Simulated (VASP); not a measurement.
Runs of VASP 6.6.1 on BaTiO3. The structure is that of space group R3m (No. 160), or close to it. The cells are those of the table. 

```csv
cell,gap on the mesh (eV),pressure (GPa),largest force (eV/Å)
"a = 4.152, b = 4.152, c = 4.060 Å, angles 89.7, 89.7, 92.2°, 5 atoms",2.35,-4.8,0.47
"a = 4.030, b = 4.030, c = 4.060 Å, angles 89.7, 89.7, 88.8°, 5 atoms",2.61,(c),0.27
"a = 4.121, b = 4.121, c = 4.060 Å, angles 89.7, 89.7, 91.4°, 5 atoms",2.43,(a),0.31
"a = 3.970, b = 3.970, c = 4.060 Å, angles 89.7, 89.7, 87.1°, 5 atoms",2.61,(b),0.71
"a = 4.090, b = 4.090, c = 4.060 Å, angles 89.7, 89.7, 90.5°, 5 atoms",2.51,-0.8,0.14
```

Alike in all rows: task single point; level PBE; potentials or basis VASP PAW PBE potentials, release 64 (Ba_sv, Ti_sv, O); no spin polarisation; k mesh 6 × 6 × 6; cutoff (eV) 520; smearing gaussian 0.05 eV.

Question: Estimate the missing entries.

Answer: (a) -2.9; (b) 10.3; (c) 4.2.

Caveats: spin-orbit coupling is left out, which moves the levels of the heavy elements; the cell stands under pressure (at least some runs); the cell stands under tension (at least some runs).

A k mesh can miss the band edges, and the runs leave out spin-orbit coupling on Ba.
